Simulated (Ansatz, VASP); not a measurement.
**Nb in VASP and in Ansatz**

```xyz
1
Lattice="-1.6653 1.6653 1.6653 1.6653 -1.6653 1.6653 1.6653 1.6653 -1.6653" Properties=species:S:1:pos:R:3 pbc="T T T"
Nb    0.0000    0.0000    0.0000
```

Alike in both runs: task single point; functional LDA; k mesh 22 × 22 × 22; occupations fermi-dirac, width 0.1 eV; no spin polarisation.

```csv
,VASP,Ansatz
version,VASP 6.6.1,Ansatz 0.2.0
potentials or method,"VASP PAW LDA potentials, release 64 (Nb_sv), cutoff 520 eV","plane waves (420 eV) with PAW, scalar-relativistic"
valence electrons in the cell,13,13
```

Ansatz gave:

| Quantity | Value |
| --- | --- |
| pressure (GPa) | -12.4 |

Task: What did VASP give for the same quantities?

Result: Pressure (GPa): -12.5.

Ansatz warns that its potentials were made for another functional, while VASP's fit it. LDA's correlation is that of Perdew and Zunger in VASP and of Perdew and Wang (1992) in Ansatz.
